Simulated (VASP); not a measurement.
# Ag (P6_3/mmc) in VASP: further runs

Ag is run at these levels: PBE; tasks: single point.

Everything below comes from runs of VASP 6.6.1. Logs are shortened: lines on timing, memory, paths and dates and some standing lists are left out, and cuts for length are marked.

### 1 The cell of the first run

It takes space group P6_3/mmc (No. 194, hexagonal). Conventional cell: a = 2.896 Å, b = 2.896 Å, c = 10.033 Å, α = 90.00°, β = 90.00°, γ = 120.00°. Ag (site symmetry -6m2) has 12 Ag at 2.90 to 3.01 Å within 3.8 Å. Ag (site symmetry -3m) has 12 Ag at 2.90 to 3.01 Å within 3.8 Å.

This isn't the form of Ag at room conditions, which is fcc.

### 2 Single point, PBE (18.22 Å³/atom)

The input, INCAR:

```
SYSTEM = Ag
PREC = Accurate ; ENCUT = 520
EDIFF = 1E-6 ; ISMEAR = -1
SIGMA = 0.08 ; LREAL = .FALSE.
LASPH = .TRUE. ; NELM = 80
ALGO = Normal ; ISIF = 2
LWAVE = .FALSE. ; LCHARG = .FALSE.
GGA = PE ; NBANDS = 30
```

The input, KPOINTS:

```
Automatic mesh
0
G
  14 14 4
  0 0 0
```

The input, POSCAR:

```
Ag
1.0
    2.8957876797      0.0000000000      0.0000000000
   -1.4478938399      2.5078256947      0.0000000000
    0.0000000000      0.0000000000     10.0332228354
Ag
4
Direct
    0.3333333333      0.6666666667      0.2500000000
    0.6666666667      0.3333333333      0.7500000000
    0.0000000000      0.0000000000      0.0000000000
    0.0000000000      0.0000000000      0.5000000000
```

Potentials or basis: VASP PAW PBE potentials, release 64 (Ag).

Command:

```
$ cat potpaw_PBE.64/Ag/POTCAR > POTCAR
$ mpirun -np 1 vasp_std > vasp.out
```

OUTCAR:

```text
SYSTEM = Ag
   PREC = Accurate
   ENCUT = 520
   EDIFF = 1E-6
   ISMEAR = -1
   LREAL = .FALSE.
   LASPH = .TRUE.
   NELM = 80
   ISIF = 2
   GGA = PE

 ion  position               nearest neighbor table
   1  0.333  0.667  0.250-   3 3.01   4 3.01   3 3.01   4 3.01   3 3.01   4 3.01
   2  0.667  0.333  0.750-   3 3.01   4 3.01   3 3.01   4 3.01   3 3.01   4 3.01
   3  0.000  0.000  0.000-   1 3.01   2 3.01   2 3.01   1 3.01   2 3.01   1 3.01
   4  0.000  0.000  0.500-   1 3.01   2 3.01   2 3.01   1 3.01   2 3.01   1 3.01

  LATTYP: Found a hexagonal cell.
 ALAT       =     2.8957876797
 C/A-ratio  =     3.4647646669

  Lattice vectors:

 A1 = (   2.8957876797,   0.0000000000,   0.0000000000)
 A2 = (  -1.4478938399,   2.5078256947,   0.0000000000)
 A3 = (   0.0000000000,   0.0000000000,  10.0332228354)

Analysis of symmetry for initial positions (statically):
=====================================================================
 Subroutine PRICEL returns:
 Original cell was already a primitive cell.

 Routine SETGRP: Setting up the symmetry group for a
 hexagonal supercell.

 Subroutine GETGRP returns: Found 24 space group operations
 (whereof 12 operations were pure point group operations)
 out of a pool of 24 trial point group operations.

The static configuration has the point symmetry D_3d.
 The point group associated with its full space group is D_6h.

Analysis of symmetry for dynamics (positions and initial velocities):
=====================================================================
 Subroutine PRICEL returns:
 Original cell was already a primitive cell.

 Routine SETGRP: Setting up the symmetry group for a
 hexagonal supercell.

 Subroutine GETGRP returns: Found 24 space group operations
 (whereof 12 operations were pure point group operations)
 out of a pool of 24 trial point group operations.

The dynamic configuration has the point symmetry D_3d.
 The point group associated with its full space group is D_6h.

 Subroutine INISYM returns: Found 24 space group operations
 (whereof 12 operations are pure point group operations),
 and found     1 'primitive' translations

----------------------------------------------------------------------------------------

                                     Primitive cell

  volume of cell :      72.8626

  direct lattice vectors                    reciprocal lattice vectors
     2.895787680  0.000000000  0.000000000     0.345329185  0.199375898  0.000000000
    -1.447893840  2.507825695  0.000000000     0.000000000  0.398751796  0.000000000
[... 90 lines left out ...]
   LREAL  =      F    real-space projection
   EDIFFG = 0.1E-04   stopping-criterion for IOM
   NSW    =      0    number of steps for IOM
   IBRION =     -1    ionic relax: 0-MD 1-quasi-New 2-CG
   NFREE  =      0    steps in history (QN), initial steepest desc. (CG)
   ISIF   =      2    stress and relaxation
   ISYM   =      2    0-nonsym 1-usesym 2-fastsym
   POTIM  = 0.5000    time-step for ionic-motion
   TEBEG  =    0.0;   TEEND  =   0.0 temperature during run
   PSTRESS=    0.0 pullay stress
   NELECT =      44.0000    total number of electrons
   NUPDOWN=      -1.0000    fix difference up-down
   EMIN   =  10.00;   EMAX   =-10.00  energy-range for DOS
   EFERMI =   0.00;   METHOD = LEGACY
   ISMEAR =    -1;   SIGMA  =   0.08  broadening in eV -4-tet -1-fermi 0-gaus
   EFERMI_NEDOS =   21; number of points for ismear=-14 and -15
   IALGO  =     38    algorithm
   IMIX   =      4    mixing-type and parameters
     AMIX     =   0.40;   BMIX     =  1.00
     AMIX_MAG =   1.60;   BMIX_MAG =  1.00
  volume/ion in A,a.u.               =      18.22       122.93
  Fermi-wavevector in a.u.,A,eV,Ry     =   1.383750  2.614908 26.051937  1.914763
  Thomas-Fermi vector in A             =   2.508318
   LORBIT       =      0    0 simple, 1 ext, 2 COOP (PROOUT), +10 PAW based schemes
   GGA     = PE    functional components
   LHFCALC =     F    Hartree Fock is set to
   AEXX    =    0.0000 exact exchange contribution
   IVDW    =     0    specifies the selected vdW correction
   LEPSILON=     F    determine dielectric tensor
   LRPA    =     F    only Hartree local field effects (RPA)
 non-spin polarized calculation
  energy-cutoff  :      520.00
  volume of cell :       72.86
 maximum number of plane-waves:      2005
 NGX is ok and might be reduce to    24
   NGX = 11   NGY = 11   NGZ = 37

 number of electron      43.9999996 magnetization

 Free energy of the ion-electron system (eV)
  ---------------------------------------------------
  ext. energy  EPLUGINS =         0.00000000
  ---------------------------------------------------
  free energy    TOTEN  =       -10.82019807 eV

  energy without entropy =      -10.79286050  energy(sigma->0) =      -10.80652928

 E-fermi :   7.5269     XC(G=0): -11.8158

 val. band max:        7.5251033956   @ k =   0.3571   0.1429   0.5000
 cond. band min:       7.5396989765   @ k =   0.4286   0.0714   0.2500
 fundamental gap:      0.0145955809
 Fermi energy:         7.5268588395

 k-point     1 :       0.0000    0.0000    0.0000
  band No.  band energies     occupation
      1       0.2483      2.00000
      2       1.3945      2.00000
      3       1.3969      2.00000
      4       1.4770      2.00000
      5       2.7465      2.00000
      6       2.9809      2.00000
[... 781 lines left out ...]
     29      14.0252      0.00000
     30      16.2083      0.00000

 [... further k-points ...]

------------------------ aborting loop because EDIFF is reached ----------------------------------------

  FORCE on cell =-STRESS in cart. coord.  units (eV):
  Direction    XX          YY          ZZ          XY          YZ          ZX
  --------------------------------------------------------------------------------------
  -------------------------------------------------------------------------------------
  Total        0.1076032      0.1076032     -2.0105051     -0.0000000     -0.0000000      0.0000000
  in kB        2.3660908      2.3660908    -44.2090557     -0.0000000     -0.0000000      0.0000000
  external PRESSURE =     -13.1589580 kB  Pullay stress =       0.0000000 kB

 VOLUME and BASIS-vectors are now :
 -----------------------------------------------------------------------------
  energy-cutoff  :      520.00
  volume of cell :       72.86
      direct lattice vectors                 reciprocal lattice vectors
     2.895787680  0.000000000  0.000000000     0.345329185  0.199375898  0.000000000
    -1.447893840  2.507825695  0.000000000     0.000000000  0.398751796  0.000000000
     0.000000000  0.000000000 10.033222835     0.000000000  0.000000000  0.099668872

 POSITION                                       TOTAL-FORCE (eV/Angst)
 -----------------------------------------------------------------------------------
     -0.00000      1.67188      2.50831        -0.000000     -0.000000     -0.000000
      1.44789      0.83594      7.52492        -0.000000      0.000000      0.000000
      0.00000      0.00000      0.00000         0.000000      0.000000      0.000000
      0.00000      0.00000      5.01661         0.000000      0.000000      0.000000
 -----------------------------------------------------------------------------------
    total drift:                               -0.000000      0.000000     -0.000000

  FREE ENERGIE OF THE ION-ELECTRON SYSTEM (eV)
  ---------------------------------------------------
  free  energy   TOTEN  =       -10.8201980665 eV

  energy  without entropy=      -10.7928605014  energy(sigma->0) =      -10.80652928
```

OSZICAR:

```text
N       E                     dE             d eps       ncg     rms          rms(c)
DAV:   1     0.290695959327E+03    0.29070E+03   -0.22527E+04  4344   0.144E+03
DAV:   2    -0.543264455250E+01   -0.29613E+03   -0.28045E+03  4458   0.328E+02
DAV:   3    -0.117230536837E+02   -0.62904E+01   -0.62546E+01  5034   0.543E+01
DAV:   4    -0.117512937939E+02   -0.28240E-01   -0.28235E-01  4632   0.356E+00
DAV:   5    -0.117515848929E+02   -0.29110E-03   -0.29110E-03  4992   0.387E-01    0.887E+00
DAV:   6    -0.108514725901E+02    0.90011E+00   -0.28308E+00  4566   0.137E+01    0.596E+00
DAV:   7    -0.108294940321E+02    0.21979E-01   -0.32056E-02  4824   0.115E+00    0.346E+00
DAV:   8    -0.108201427300E+02    0.93513E-02   -0.23896E-03  4614   0.361E-01    0.119E-01
DAV:   9    -0.108201628452E+02   -0.20115E-04   -0.67543E-05  4932   0.977E-02    0.317E-02
DAV:  10    -0.108201937665E+02   -0.30921E-04   -0.19972E-05  4656   0.371E-02    0.233E-02
DAV:  11    -0.108201983825E+02   -0.46160E-05   -0.29972E-06  4364   0.128E-02    0.111E-03
DAV:  12    -0.108201980665E+02    0.31594E-06   -0.68095E-08  2472   0.189E-03
   1 F= -.10820198E+02 E0= -.10806529E+02  d E =-.273376E-01
```

stdout:

```text
POSCAR found type information on POSCAR Ag
 POSCAR found :  1 types and       4 ions
 scaLAPACK will be used
 LDA part: xc-table for (Slater+PW92), standard interpolation
 POSCAR, INCAR and KPOINTS ok, starting setup
 FFT: planning ... GRIDC
 FFT: planning ... GRID_SOFT
 FFT: planning ... GRID
 WAVECAR not read
 entering main loop
```

Run time: 46 s. Hardware: 1 thread of Intel Xeon 6975P-C (Granite Rapids), shared host; peak memory 0.26 GiB.

What came out:

```
Free energy            : -10.8202 eV
Pressure               : -1.3 GPa
Band gap on the k mesh : zero (bands 22 and 23 overlap by 6.08 eV)
```

Levels at points of the mesh, in eV from the Fermi level:
| k point | band 18 | band 19 | band 20 | band 21 | band 22 | band 23 | band 24 | band 25 | band 26 | band 27 |
| --- | --- | --- | --- | --- | --- | --- | --- | --- | --- | --- |
| (0.00, 0.00, 0.00) | -3.43 | -3.43 | -3.32 | -3.32 | -3.01 | -3.01 | -0.58 | 2.52 | 9.46 | 9.47 |
| (0.50, 0.00, 0.00) | -2.76 | -2.75 | -2.72 | 0.10 | 0.91 | 1.15 | 1.67 | 4.18 | 4.20 | 6.78 |
| (0.00, 0.00, 0.50) | -3.60 | -3.13 | -3.13 | -3.13 | -3.13 | -2.52 | -2.52 | 5.21 | 5.21 | 13.75 |
| (0.50, 0.00, 0.50) | -2.79 | -2.73 | -2.73 | 0.45 | 0.45 | 1.52 | 1.52 | 4.52 | 4.52 | 5.98 |

### 3 Single point, PBE (18.76 Å³/atom)

This run uses another cell than the first one, of 18.76 Å³/atom.

The input, INCAR:

```
SYSTEM = Ag
ALGO = Normal
EDIFF = 1E-6
ENCUT = 520
GGA = PE
ISIF = 2
ISMEAR = -1
LASPH = .TRUE.
LCHARG = .TRUE.
LELF = .TRUE.
LREAL = .FALSE.
LVHAR = .TRUE.
LWAVE = .FALSE.
NBANDS = 30
NELM = 60
PREC = Accurate
SIGMA = 0.08
```

The input, KPOINTS:

```
k-points
0
G
  14 14 4
  0 0 0
```

The input, POSCAR:

```
Ag
1.0
    2.9241795655      0.0000000000      0.0000000000
   -1.4620897828      2.5324137891      0.0000000000
    0.0000000000      0.0000000000     10.1315940382
Ag
4
Direct
    0.3333333333      0.6666666667      0.2500000000
    0.6666666667      0.3333333333      0.7500000000
    0.0000000000      0.0000000000      0.0000000000
    0.0000000000      0.0000000000      0.5000000000
```

Potentials or basis: VASP PAW PBE potentials, release 64 (Ag).

Command:

```
$ cat potpaw_PBE.64/Ag/POTCAR > POTCAR
$ mpirun -np 1 vasp_std > vasp.out
```

OUTCAR:

```text
SYSTEM = Ag
   EDIFF = 1E-6
   ENCUT = 520
   GGA = PE
   ISIF = 2
   ISMEAR = -1
   LASPH = .TRUE.
   LREAL = .FALSE.
   NELM = 60
   PREC = Accurate

 ion  position               nearest neighbor table
   1  0.333  0.667  0.250-   3 3.04   4 3.04   3 3.04   4 3.04   3 3.04   4 3.04
   2  0.667  0.333  0.750-   3 3.04   4 3.04   3 3.04   4 3.04   3 3.04   4 3.04
   3  0.000  0.000  0.000-   1 3.04   2 3.04   2 3.04   1 3.04   2 3.04   1 3.04
   4  0.000  0.000  0.500-   1 3.04   2 3.04   2 3.04   1 3.04   2 3.04   1 3.04

  LATTYP: Found a hexagonal cell.
 ALAT       =     2.9241795655
 C/A-ratio  =     3.4647646669
[... 992 lines left out ...]
  --------------------------------------------------------------------------------------
  -------------------------------------------------------------------------------------
  Total       -1.0193548     -1.0193548     -2.8840251      0.0000000      0.0000000      0.0000000
  in kB      -21.7680470    -21.7680470    -61.5875794      0.0000000      0.0000000      0.0000000
  external PRESSURE =     -35.0412245 kB  Pullay stress =       0.0000000 kB

 VOLUME and BASIS-vectors are now :
 -----------------------------------------------------------------------------
  energy-cutoff  :      520.00
  volume of cell :       75.03
      direct lattice vectors                 reciprocal lattice vectors
     2.924179565  0.000000000  0.000000000     0.341976263  0.197440087  0.000000000
    -1.462089783  2.532413789  0.000000000     0.000000000  0.394880175  0.000000000
     0.000000000  0.000000000 10.131594038     0.000000000  0.000000000  0.098701152

 POSITION                                       TOTAL-FORCE (eV/Angst)
 -----------------------------------------------------------------------------------
     -0.00000      1.68828      2.53290         0.000000      0.000000      0.000000
      1.46209      0.84414      7.59870        -0.000000      0.000000     -0.000000
      0.00000      0.00000      0.00000         0.000000      0.000000     -0.000000
      0.00000      0.00000      5.06580         0.000000      0.000000     -0.000000
 -----------------------------------------------------------------------------------
    total drift:                               -0.000000      0.000000     -0.000000

  FREE ENERGIE OF THE ION-ELECTRON SYSTEM (eV)
  ---------------------------------------------------
  free  energy   TOTEN  =       -10.7881565250 eV

  energy  without entropy=      -10.7613841371  energy(sigma->0) =      -10.77477033
```

Run time: 48 s. Hardware: 1 thread of Intel Xeon 6975P-C (Granite Rapids), shared host; peak memory 0.27 GiB.

Results:

* Free energy: -10.7882 eV
* Pressure: -3.5 GPa
* Band gap on the k mesh: zero (bands 22 and 23 overlap by 6.01 eV)

Caveat: the cell stands under tension.

### 4 Single point, PBE (17.31 Å³/atom)

This run uses another cell than the first one, of 17.31 Å³/atom.

The input, INCAR:

```
SYSTEM = Ag
PREC = Accurate
ENCUT = 520
EDIFF = 1E-6
ISMEAR = -1
SIGMA = 0.08
LREAL = .FALSE.
LASPH = .TRUE.
NELM = 60
ALGO = Normal
ISIF = 2
LWAVE = .FALSE.
LCHARG = .FALSE.
GGA = PE
NBANDS = 30
```

The input, KPOINTS:

```
Automatic mesh
0
G
  14 14 4
  0 0 0
```

The input, POSCAR:

```
Ag
1.0
    2.8471914389      0.0000000000      0.0000000000
   -1.4235957195      2.4657401156      0.0000000000
    0.0000000000      0.0000000000      9.8648482973
Ag
4
Direct
    0.3333333333      0.6666666667      0.2500000000
    0.6666666667      0.3333333333      0.7500000000
    0.0000000000      0.0000000000      0.0000000000
    0.0000000000      0.0000000000      0.5000000000
```

Command:

```
$ cat potpaw_PBE.64/Ag/POTCAR > POTCAR
$ mpirun -np 1 vasp_std > vasp.out
```

It took 53 s on 1 thread of Intel Xeon 6975P-C (Granite Rapids), shared host; peak memory 0.26 GiB.

Results (log left out):

```
Free energy            : -10.7970 eV
Pressure               : 3.5 GPa
Band gap on the k mesh : zero (bands 22 and 23 overlap by 6.22 eV)
```

Stress tensor (GPa, compression positive):
```
 5.51  0.00  0.00
 0.00  5.51  0.00
 0.00  0.00 -0.56
```

Levels at points of the mesh, in eV from the Fermi level:
```
           k point  band 18  band 19  band 20  band 21  band 22  band 23  band 24  band 25  band 26  band 27
(0.00, 0.00, 0.00)    -3.50    -3.50    -3.38    -3.38    -3.04    -3.04    -0.74     2.76     9.80     9.81
(0.50, 0.00, 0.00)    -2.77    -2.76    -2.72     0.00     0.84     1.20     1.73     4.45     4.47     7.05
(0.00, 0.00, 0.50)    -3.69    -3.17    -3.17    -3.17    -3.17    -2.67    -2.67     5.46     5.46    14.10
(0.50, 0.00, 0.50)    -2.80    -2.73    -2.73     0.41     0.41     1.56     1.56     4.76     4.76     6.28
```

Caveat: the cell stands under pressure.

### 5 Single point, PBE (17.85 Å³/atom)

This run uses another cell than the first one, of 17.85 Å³/atom.

The input, INCAR:

```
PREC = Accurate
ENCUT = 520
EDIFF = 1E-6
ISMEAR = -1
SIGMA = 0.08
LREAL = F
LASPH = T
NELM = 80
ALGO = Normal
ISIF = 2
LWAVE = F
LCHARG = T
GGA = PE
LELF = T
LVHAR = T
NBANDS = 30
```

The input, KPOINTS:

```
regular mesh
0
Gamma
  14 14 4
```

The input, POSCAR:

```
Ag
1.0
    2.8765459973      0.0000000000      0.0000000000
   -1.4382729987      2.4911619089      0.0000000000
    0.0000000000      0.0000000000      9.9665549341
Ag
4
Direct
    0.3333333333      0.6666666667      0.2500000000
    0.6666666667      0.3333333333      0.7500000000
    0.0000000000      0.0000000000      0.0000000000
    0.0000000000      0.0000000000      0.5000000000
```

Command:

```
$ cat potpaw_PBE.64/Ag/POTCAR > POTCAR
$ mpirun -np 1 vasp_std > vasp.out
```

Run time: 52 s. Hardware: 1 thread of Intel Xeon 6975P-C (Granite Rapids), shared host; peak memory 0.26 GiB.

It converged, with:

* Free energy: -10.8237 eV
* Pressure: 0.4 GPa
* Band gap on the k mesh: zero (bands 22 and 23 overlap by 6.14 eV)

Stress tensor (GPa, compression positive):
```
 2.14  0.00  0.00
 0.00  2.14  0.00
 0.00  0.00 -3.04
```

Levels at points of the mesh, in eV from the Fermi level:
```csv
k point,band 19,band 20,band 21,band 22,band 23,band 24,band 25,band 26
"(0.00, 0.00, 0.00)",-3.46,-3.34,-3.34,-3.03,-3.03,-0.64,2.62,9.60
"(0.50, 0.00, 0.00)",-2.75,-2.72,0.06,0.88,1.17,1.70,4.28,4.30
"(0.00, 0.00, 0.50)",-3.14,-3.14,-3.14,-3.14,-2.58,-2.58,5.31,5.31
"(0.50, 0.00, 0.50)",-2.73,-2.73,0.44,0.44,1.54,1.54,4.61,4.61
```

[end of part 1 of 2]
